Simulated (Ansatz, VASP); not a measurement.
# One calculation of C, two programs

INCAR

```
PREC = Accurate ; ENCUT = 520
EDIFF = 1E-6 ; ISMEAR = 0
SIGMA = 0.05 ; LREAL = False
LASPH = True ; NELM = 100
ALGO = Normal ; ISIF = 2
LWAVE = False ; LCHARG = False
GGA = PE ; IVDW = 12
NBANDS = 11
```

The input KPOINTS:

```
Automatic mesh
0
Gamma
  15 15 15
```

POSCAR

```
C
1.0
    1.2016689031      0.6937838646      3.2769132065
   -1.2016689031      0.6937838646      3.2769132065
    0.0000000000     -1.3875677293      3.2769132064
C
2
Direct
    0.1703644086      0.1703644086      0.1703644086
    0.8296355914      0.8296355914      0.8296355914
```

Input for Ansatz:

```yaml
crystal:
  lattice:
    - [1.2016689031, 0.6937838646, 3.2769132065]
    - [-1.2016689031, 0.6937838646, 3.2769132065]
    - [0.0, -1.3875677293, 3.2769132064]
  atoms:
    - { symbol: C, position: [0.1703644086, 0.1703644086, 0.1703644086] }
    - { symbol: C, position: [0.8296355914, 0.8296355914, 0.8296355914] }
basis:
  ecutwfc: 520.0
kpoints:
  mp_grid: { grid: [15, 15, 15] }
hamiltonian:
  xc: pbe
  pseudopotentials: { kind: paw, azcp: { folder: soft_1 } }
  dispersion: d3bj
scf:
  occupations: { method: gaussian, width: 0.05 }
output:
  forces: true
  stress: true
  eigenvalues: true
```

Change from the starting cell: mode 4 frozen in at +0.038 Å, equal normal strain along x, y and z -0.0250.

Alike in both runs: task single point; functional PBE; dispersion D3(BJ); k mesh 15 × 15 × 15; occupations gaussian, width 0.05 eV; no spin polarisation.

```csv
,VASP,Ansatz
version,VASP 6.6.1,Ansatz 0.2.0
potentials or method,"VASP PAW PBE potentials, release 64 (C), cutoff 520 eV","scalar-relativistic, plane waves, PAW"
valence electrons in the cell,8,8
```

Ansatz gave:

- gap on the k mesh at the Fermi level (eV): 0.60
- least direct gap on the mesh (eV): 0.60
- pressure (GPa): 25.5
- traceless stress, the component that is largest in VASP (GPa): -25.31
- rms of the force components (eV/Å): 0.696

Problem. Estimate VASP's values.

Solution. gap on the k mesh at the Fermi level (eV): 0.60; least direct gap on the mesh (eV): 0.60; pressure (GPa): 26.0; traceless stress, the component that is largest in VASP (GPa): -25.90; rms of the force components (eV/Å): 0.694.

Atom by atom the forces differ by 0.002 eV/Å (rms over components).
